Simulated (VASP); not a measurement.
# NaF (Villiaumite) (Fm-3m) in VASP: a series of runs

NaF (Villiaumite) is run at these levels: PBE; tasks: single point.

Program: VASP 6.6.1. These are calculated values, not measurements. Logs are shortened: lines on timing, memory, paths and dates and some standing lists are left out, and cuts for length are marked.

### Step 1. The cell of the first run

The structure is cubic, space group Fm-3m (No. 225). The conventional cell has a = 4.699 Å, b = 4.699 Å, c = 4.699 Å, α = 90.00°, β = 90.00°, γ = 90.00°. Within 3.1 Å of Na (site symmetry m-3m) lie 6 F at 2.35 Å. F (site symmetry m-3m) has 6 Na at 2.35 Å within 3.1 Å.

### Step 2. Single point, PBE

Contents of INCAR:

```
PREC     = Accurate       # precision mode
ENCUT    = 520            # plane-wave cutoff, eV
EDIFF    = 1E-6           # SCF threshold, eV
ISMEAR   = 0              # smearing method
SIGMA    = 0.01           # smearing width, eV
LREAL    = False          # projectors in reciprocal space
LASPH    = True           # aspherical terms in the spheres
NELM     = 60             # most SCF steps
ALGO     = Normal         # electronic algorithm
ISIF     = 2              # what is computed and relaxed
LWAVE    = False          # write WAVECAR
LCHARG   = False          # write CHGCAR
GGA      = PE             # functional
NBANDS   = 14             # bands
```

Contents of KPOINTS:

```
regular mesh
0
Gamma
  8 8 8
```

Contents of POSCAR:

```
NaF
1.0
    0.0000000000      2.3497438113      2.3497438113
    2.3497438113      0.0000000000      2.3497438113
    2.3497438113      2.3497438113      0.0000000000
Na F
1 1
Direct
    0.0000000000      0.0000000000      0.0000000000
    0.5000000000      0.5000000000      0.5000000000
```

Potentials or basis: VASP PAW PBE potentials, release 64 (Na_pv, F).

On the command line:

```sh
$ cat potpaw_PBE.64/Na_pv/POTCAR potpaw_PBE.64/F/POTCAR > POTCAR
$ mpirun -np 1 vasp_std > vasp.out
```

OUTCAR:

```text
PREC = Accurate
   ENCUT = 520
   EDIFF = 1E-6
   ISMEAR = 0
   LREAL = False
   LASPH = True
   NELM = 60
   ISIF = 2
   GGA = PE

 ion  position               nearest neighbor table
   1  0.000  0.000  0.000-
   2  0.500  0.500  0.500-

  LATTYP: Found a face centered cubic cell.
 ALAT       =     4.6994876226

  Lattice vectors:

 A1 = (   0.0000000000,   2.3497438113,   2.3497438113)
 A2 = (   2.3497438113,   0.0000000000,   2.3497438113)
 A3 = (   2.3497438113,   2.3497438113,   0.0000000000)

Analysis of symmetry for initial positions (statically):
=====================================================================
 Subroutine PRICEL returns:
 Original cell was already a primitive cell.

 Routine SETGRP: Setting up the symmetry group for a
 face centered cubic supercell.

 Subroutine GETGRP returns: Found 48 space group operations
 (whereof 48 operations were pure point group operations)
 out of a pool of 48 trial point group operations.

The static configuration has the point symmetry O_h .

Analysis of symmetry for dynamics (positions and initial velocities):
=====================================================================
 Subroutine PRICEL returns:
 Original cell was already a primitive cell.

 Routine SETGRP: Setting up the symmetry group for a
 face centered cubic supercell.

 Subroutine GETGRP returns: Found 48 space group operations
 (whereof 48 operations were pure point group operations)
 out of a pool of 48 trial point group operations.

The dynamic configuration has the point symmetry O_h .

 Subroutine INISYM returns: Found 48 space group operations
 (whereof 48 operations are pure point group operations),
 and found     1 'primitive' translations

----------------------------------------------------------------------------------------

                                     Primitive cell

  volume of cell :      25.9473

  direct lattice vectors                    reciprocal lattice vectors
     0.000000000  2.349743811  2.349743811    -0.212789155  0.212789155  0.212789155
     2.349743811  0.000000000  2.349743811     0.212789155 -0.212789155  0.212789155
     2.349743811  2.349743811  0.000000000     0.212789155  0.212789155 -0.212789155

  length of vectors
     3.323039566  3.323039566  3.323039566     0.368561628  0.368561628  0.368561628

  position of ions in fractional coordinates (direct lattice)
     0.000000000  0.000000000  0.000000000
     0.500000000  0.500000000  0.500000000

  ion indices of the primitive-cell ions
   primitive index   ion index
                 1           1
                 2           2

----------------------------------------------------------------------------------------

 KPOINTS: regular mesh

Automatic generation of k-mesh.
 Grid dimensions read from file:
 generate k-points for:    8    8    8

 Generating k-lattice:

  Cartesian coordinates                     Fractional coordinates (reciprocal lattice)
    -0.026598644  0.026598644  0.026598644     0.125000000  0.000000000  0.000000000
     0.026598644 -0.026598644  0.026598644     0.000000000  0.125000000  0.000000000
     0.026598644  0.026598644 -0.026598644     0.000000000  0.000000000  0.125000000

  Length of vectors
     0.046070203  0.046070203  0.046070203

  Shift w.r.t. Gamma in fractional coordinates (k-lattice)
     0.000000000  0.000000000  0.000000000

 Subroutine IBZKPT returns following result:
 ===========================================

 Found     29 irreducible k-points:

 Following reciprocal coordinates:
            Coordinates               Weight
  0.000000  0.000000  0.000000      1.000000
  0.125000  0.000000  0.000000      8.000000
  0.250000  0.000000  0.000000      8.000000
  0.375000  0.000000  0.000000      8.000000
  0.500000  0.000000  0.000000      4.000000
  0.125000  0.125000  0.000000      6.000000
[... 16 lines left out ...]
  0.500000  0.250000  0.125000     48.000000
 -0.375000  0.250000  0.125000     24.000000
 [... further k-points ...]
   k-points           NKPTS =     29   k-points in BZ     NKDIM =     29   number of bands    NBANDS=     14
   number of dos      NEDOS =    301   number of ions     NIONS =      2
   total plane-waves  NPLWV =  21952
   dimension x,y,z NGX =    28 NGY =   28 NGZ =   28
   dimension x,y,z NGXF=    56 NGYF=   56 NGZF=   56
   ions per type =               1   1
   NGX,Y,Z   is equivalent  to a cutoff of  14.01, 14.01, 14.01 a.u.
   NGXF,Y,Z  is equivalent  to a cutoff of  28.02, 28.02, 28.02 a.u.
 SYSTEM =  unknown system
   PREC   = accura    normal or accurate (medium, high low for compatibility)
   ISTART =      0    job   : 0-new  1-cont  2-samecut
   ICHARG =      2    charge: 1-file 2-atom 10-const
   ISPIN  =      1    spin polarized calculation?
   LNONCOLLINEAR =      F non collinear calculations
   LSORBIT =      F    spin-orbit coupling
   LASPH  =      T    aspherical Exc in radial PAW
   ENCUT  =  520.0 eV  38.22 Ry    6.18 a.u.   6.18  6.18  6.18*2*pi/ulx,y,z
   NELM   =     60;   NELMIN=  2; NELMDL= -5     # of ELM steps
   EDIFF  = 0.1E-05   stopping-criterion for ELM
   LREAL  =      F    real-space projection
   EDIFFG = 0.1E-04   stopping-criterion for IOM
   NSW    =      0    number of steps for IOM
   IBRION =     -1    ionic relax: 0-MD 1-quasi-New 2-CG
   NFREE  =      0    steps in history (QN), initial steepest desc. (CG)
   ISIF   =      2    stress and relaxation
   ISYM   =      2    0-nonsym 1-usesym 2-fastsym
   POTIM  = 0.5000    time-step for ionic-motion
   TEBEG  =    0.0;   TEEND  =   0.0 temperature during run
   PSTRESS=    0.0 pullay stress
   NELECT =      14.0000    total number of electrons
   NUPDOWN=      -1.0000    fix difference up-down
   EMIN   =  10.00;   EMAX   =-10.00  energy-range for DOS
   EFERMI =   0.00;   METHOD = LEGACY
   ISMEAR =     0;   SIGMA  =   0.01  broadening in eV -4-tet -1-fermi 0-gaus
   EFERMI_NEDOS =   21; number of points for ismear=-14 and -15
   IALGO  =     38    algorithm
   IMIX   =      4    mixing-type and parameters
     AMIX     =   0.40;   BMIX     =  1.00
     AMIX_MAG =   1.60;   BMIX_MAG =  1.00
  volume/ion in A,a.u.               =      12.97        87.55
  Fermi-wavevector in a.u.,A,eV,Ry     =   1.332765  2.518561 24.167528  1.776263
  Thomas-Fermi vector in A             =   2.461675
   LORBIT       =      0    0 simple, 1 ext, 2 COOP (PROOUT), +10 PAW based schemes
   GGA     = PE    functional components
   LHFCALC =     F    Hartree Fock is set to
   AEXX    =    0.0000 exact exchange contribution
   IVDW    =     0    specifies the selected vdW correction
   LEPSILON=     F    determine dielectric tensor
   LRPA    =     F    only Hartree local field effects (RPA)
 non-spin polarized calculation
 Gauss-broadening in eV      SIGMA  =   0.01
  energy-cutoff  :      520.00
  volume of cell :       25.95
 maximum number of plane-waves:       725
 NGX is ok and might be reduce to    28
   NGX = 13   NGY = 13   NGZ = 13

 number of electron      14.0000002 magnetization

 Free energy of the ion-electron system (eV)
  ---------------------------------------------------
  ext. energy  EPLUGINS =         0.00000000
  ---------------------------------------------------
  free energy    TOTEN  =        -8.56945616 eV

  energy without entropy =       -8.56945616  energy(sigma->0) =       -8.56945616

 E-fermi :  -2.2165     XC(G=0):  -8.9565

 val. band max:       -2.2614772399   @ k =   0.0000   0.0000   0.0000
 cond. band min:       3.8155868663   @ k =   0.0000   0.0000   0.0000
 fundamental gap:      6.0770641062
 Fermi energy:        -2.2164789559

 k-point     1 :       0.0000    0.0000    0.0000
  band No.  band energies     occupation
      1     -21.3676      2.00000
      2     -21.3361      2.00000
      3     -21.3361      2.00000
      4     -21.3361      2.00000
      5      -2.2615      2.00000
      6      -2.2615      2.00000
      7      -2.2615      2.00000
      8       3.8156      0.00000
      9      16.4128      0.00000
     10      16.4128      0.00000
     11      16.4128      0.00000
     12      19.1894      0.00000
     13      21.3195      0.00000
     14      21.3195      0.00000

 k-point     2 :       0.1250    0.0000    0.0000
  band No.  band energies     occupation
      1     -21.6275      2.00000
      2     -21.3377      2.00000
      3     -21.3377      2.00000
      4     -21.0575      2.00000
      5      -2.5410      2.00000
      6      -2.2964      2.00000
      7      -2.2964      2.00000
      8       4.3461      0.00000
      9      14.7005      0.00000
     10      16.6328      0.00000
     11      16.6328      0.00000
     12      20.7066      0.00000
     13      20.7066      0.00000
     14      20.9789      0.00000

 k-point     3 :       0.2500    0.0000    0.0000
  band No.  band energies     occupation
      1     -21.8480      2.00000
      2     -21.3416      2.00000
      3     -21.3416      2.00000
      4     -20.7928      2.00000
      5      -3.1089      2.00000
      6      -2.3797      2.00000
      7      -2.3797      2.00000
      8       5.6346      0.00000
      9      12.6132      0.00000
     10      17.1038      0.00000
     11      17.1038      0.00000
     12      20.0324      0.00000
     13      20.0324      0.00000
     14      21.4548      0.00000
[... 324 lines left out ...]
 k-point    23 :       0.5000    0.2500    0.1250
  band No.  band energies     occupation
      1     -21.8784      2.00000
      2     -21.3804      2.00000
      3     -21.3569      2.00000
      4     -20.6920      2.00000
      5      -3.4287      2.00000
      6      -2.7324      2.00000
      7      -2.5389      2.00000
      8       8.0908      0.00000
      9      11.0588      0.00000
     10      14.6957      0.00000
     11      16.5295      0.00000
     12      18.8650      0.00000
     13      20.8517      0.00000
     14      24.7834      0.00000

 k-point    24 :      -0.3750    0.2500    0.1250
  band No.  band energies     occupation
      1     -21.8941      2.00000
      2     -21.3832      2.00000
      3     -21.3630      2.00000
      4     -20.6621      2.00000
      5      -3.4969      2.00000
      6      -2.8043      2.00000
      7      -2.5750      2.00000
      8       9.2485      0.00000
      9      10.1172      0.00000
     10      14.4205      0.00000
     11      16.2241      0.00000
     12      19.4232      0.00000
     13      20.4484      0.00000
     14      25.0630      0.00000

 [... further k-points ...]

------------------------ aborting loop because EDIFF is reached ----------------------------------------

  FORCE on cell =-STRESS in cart. coord.  units (eV):
  Direction    XX          YY          ZZ          XY          YZ          ZX
  --------------------------------------------------------------------------------------
  -------------------------------------------------------------------------------------
  Total       -0.0181208     -0.0181208     -0.0181208      0.0000000     -0.0000000      0.0000000
  in kB       -1.1189129     -1.1189129     -1.1189129      0.0000000     -0.0000000      0.0000000
  external PRESSURE =      -1.1189129 kB  Pullay stress =       0.0000000 kB

 VOLUME and BASIS-vectors are now :
 -----------------------------------------------------------------------------
  energy-cutoff  :      520.00
  volume of cell :       25.95
      direct lattice vectors                 reciprocal lattice vectors
     0.000000000  2.349743811  2.349743811    -0.212789155  0.212789155  0.212789155
     2.349743811  0.000000000  2.349743811     0.212789155 -0.212789155  0.212789155
     2.349743811  2.349743811  0.000000000     0.212789155  0.212789155 -0.212789155

 POSITION                                       TOTAL-FORCE (eV/Angst)
 -----------------------------------------------------------------------------------
      0.00000      0.00000      0.00000         0.000000     -0.000000     -0.000000
      2.34974      2.34974      2.34974        -0.000000      0.000000      0.000000
 -----------------------------------------------------------------------------------
    total drift:                                0.000000      0.000000      0.000000

  FREE ENERGIE OF THE ION-ELECTRON SYSTEM (eV)
  ---------------------------------------------------
  free  energy   TOTEN  =        -8.5694561583 eV

  energy  without entropy=       -8.5694561583  energy(sigma->0) =       -8.56945616
```

It took 6.6 s on 1 thread of AMD EPYC 9R45 (Zen 5), shared host; peak memory 0.12 GiB.

Results:

| Quantity | Value |
| --- | --- |
| Free energy | -8.5695 eV |
| Pressure | -0.1 GPa |
| Band gap on the k mesh | 6.08 eV, direct |

As with any semilocal functional, this PBE gap is likely too small.

### Step 3. Single point, PBE (volume changed by -6%)

Contents of INCAR:

```
SYSTEM = NaF
PREC     = Accurate       ! precision mode
ENCUT    = 520            ! plane-wave cutoff, eV
EDIFF    = 1E-7           ! SCF threshold, eV
ISMEAR   = 0              ! smearing method
SIGMA    = 0.01           ! smearing width, eV
LREAL    = .FALSE.        ! projectors in reciprocal space
LASPH    = .TRUE.         ! aspherical terms in the spheres
NELM     = 80             ! most SCF steps
ALGO     = Normal         ! electronic algorithm
ISIF     = 2              ! what is computed and relaxed
LWAVE    = .FALSE.        ! write WAVECAR
LCHARG   = .FALSE.        ! write CHGCAR
GGA      = PE             ! functional
NBANDS   = 14             ! bands
```

Contents of KPOINTS:

```
regular mesh
0
G
  8 8 8
  0 0 0
```

Contents of POSCAR:

```
NaF
1.0
    0.0000000000      2.3017763966      2.3017763966
    2.3017763966      0.0000000000      2.3017763966
    2.3017763966      2.3017763966      0.0000000000
Na F
1 1
Direct
    0.0000000000      0.0000000000      0.0000000000
    0.5000000000      0.5000000000      0.5000000000
```

Potentials or basis: VASP PAW PBE potentials, release 64 (Na_pv, F).

On the command line:

```sh
$ cat potpaw_PBE.64/Na_pv/POTCAR potpaw_PBE.64/F/POTCAR > POTCAR
$ mpirun -np 1 vasp_std > vasp.out
```

Wall time 5 s (1 thread of AMD EPYC 9R45 (Zen 5), shared host); peak memory 0.1 GiB.

The run converged. Its results:

| Quantity | Value |
| --- | --- |
| Free energy | -8.5529 eV |
| Pressure | 3.1 GPa |
| Band gap on the k mesh | 6.41 eV, direct |

Levels at points of the mesh, in eV from the valence-band top:
```tsv
k point	band 3	band 4	band 5	band 6	band 7	band 8	band 9	band 10	band 11	band 12
(0.00, 0.00, 0.00)	-18.89	-18.89	0.00	0.00	0.00	6.41	19.12	19.12	19.12	22.02
(0.50, 0.00, 0.00)	-18.90	-18.12	-1.63	-0.26	-0.26	10.90	12.64	20.33	20.33	23.16
(0.50, 0.50, 0.00)	-18.94	-18.94	-1.30	-0.41	-0.41	13.32	13.37	13.80	20.03	20.03
```

### Step 4. Single point, PBE (volume changed by -3%)

Contents of INCAR:

```
SYSTEM = NaF
PREC     = Accurate       ! precision mode
ENCUT    = 520            ! plane-wave cutoff, eV
EDIFF    = 1E-7           ! SCF threshold, eV
ISMEAR   = 0              ! smearing method
SIGMA    = 0.01           ! smearing width, eV
LREAL    = .False.        ! projectors in reciprocal space
LASPH    = .True.         ! aspherical terms in the spheres
NELM     = 100            ! most SCF steps
ALGO     = Normal         ! electronic algorithm
ISIF     = 2              ! what is computed and relaxed
LWAVE    = .False.        ! write WAVECAR
LCHARG   = .False.        ! write CHGCAR
GGA      = PE             ! functional
NBANDS   = 14             ! bands
```

Contents of KPOINTS:

```
regular mesh
0
Gamma
  8 8 8
  0 0 0
```

Contents of POSCAR:

```
NaF
1.0
    0.0000000000      2.3260074025      2.3260074025
    2.3260074025      0.0000000000      2.3260074025
    2.3260074025      2.3260074025      0.0000000000
Na F
1 1
Direct
    0.0000000000      0.0000000000      0.0000000000
    0.5000000000      0.5000000000      0.5000000000
```

On the command line:

```sh
$ cat potpaw_PBE.64/Na_pv/POTCAR potpaw_PBE.64/F/POTCAR > POTCAR
$ mpirun -np 1 vasp_std > vasp.out
```

Run time: 5.1 s. Hardware: 1 thread of AMD EPYC 9R45 (Zen 5), shared host; peak memory 0.1 GiB.

Results (log left out):

```
Free energy            : -8.5652 eV
Pressure               : 1.4 GPa
Band gap on the k mesh : 6.24 eV, direct
```

Levels at points of the mesh, in eV from the valence-band top:
| k point | band 3 | band 4 | band 5 | band 6 | band 7 | band 8 | band 9 | band 10 | band 11 | band 12 |
| --- | --- | --- | --- | --- | --- | --- | --- | --- | --- | --- |
| (0.00, 0.00, 0.00) | -18.98 | -18.98 | 0.00 | 0.00 | 0.00 | 6.24 | 18.89 | 18.89 | 18.89 | 21.73 |
| (0.50, 0.00, 0.00) | -18.99 | -18.21 | -1.56 | -0.25 | -0.25 | 10.71 | 12.37 | 19.98 | 19.98 | 22.78 |
| (0.50, 0.50, 0.00) | -19.03 | -18.91 | -1.25 | -0.40 | -0.40 | 13.06 | 13.27 | 13.49 | 19.62 | 19.62 |

### Step 5. Single point, PBE (volume changed by +3%)

Contents of INCAR:

```
SYSTEM = NaF
PREC = Accurate
ENCUT = 520
EDIFF = 1E-6
ISMEAR = 0
SIGMA = 0.01
LREAL = .FALSE.
LASPH = .TRUE.
NELM = 80
ALGO = Normal
ISIF = 2
LWAVE = .FALSE.
LCHARG = .FALSE.
GGA = PE
NBANDS = 14
```

Contents of KPOINTS:

```
Automatic mesh
0
G
  8 8 8
  0 0 0
```

Contents of POSCAR:

```
NaF
1.0
    0.0000000000      2.3730101147      2.3730101147
    2.3730101147      0.0000000000      2.3730101147
    2.3730101147      2.3730101147      0.0000000000
Na F
1 1
Direct
    0.0000000000      0.0000000000      0.0000000000
    0.5000000000      0.5000000000      0.5000000000
```

On the command line:

```sh
$ cat potpaw_PBE.64/Na_pv/POTCAR potpaw_PBE.64/F/POTCAR > POTCAR
$ mpirun -np 1 vasp_std > vasp.out
```

It took 6.8 s on 1 thread of AMD EPYC 9R45 (Zen 5), shared host; peak memory 0.12 GiB.

It converged, with:

- Free energy: -8.5671 eV
- Pressure: -1.4 GPa
- Band gap on the k mesh: 5.93 eV, direct

Levels at points of the mesh, in eV from the valence-band top:
```
           k point  band 3  band 4  band 5  band 6  band 7  band 8  band 9  band 10  band 11  band 12
(0.00, 0.00, 0.00)  -19.17  -19.06    0.00    0.00    0.00    5.93   18.46    18.46    18.46    21.18
(0.50, 0.00, 0.00)  -19.18  -18.34   -1.44   -0.22   -0.22   10.35   11.87    19.34    19.34    22.07
(0.50, 0.50, 0.00)  -19.21  -18.85   -1.17   -0.37   -0.37   12.57   12.91    13.05    18.85    18.85
```

### Step 6. The runs side by side

| cell | gap on the mesh (eV) | pressure (GPa) |
| --- | --- | --- |
| a = 3.323 Å, angles 60.0°, 2 atoms | 6.08 | -0.1 |
| a = 3.255 Å, angles 60.0°, 2 atoms | 6.41 | 3.1 |
| a = 3.289 Å, angles 60.0°, 2 atoms | 6.24 | 1.4 |
| a = 3.356 Å, angles 60.0°, 2 atoms | 5.93 | -1.4 |

Alike in all rows: task single point; level PBE; potentials or basis VASP PAW PBE potentials, release 64 (Na_pv, F); no spin polarisation; k mesh 8 × 8 × 8; cutoff (eV) 520; smearing gaussian 0.01 eV.

Absolute energies hang on the potentials; compare differences alone.
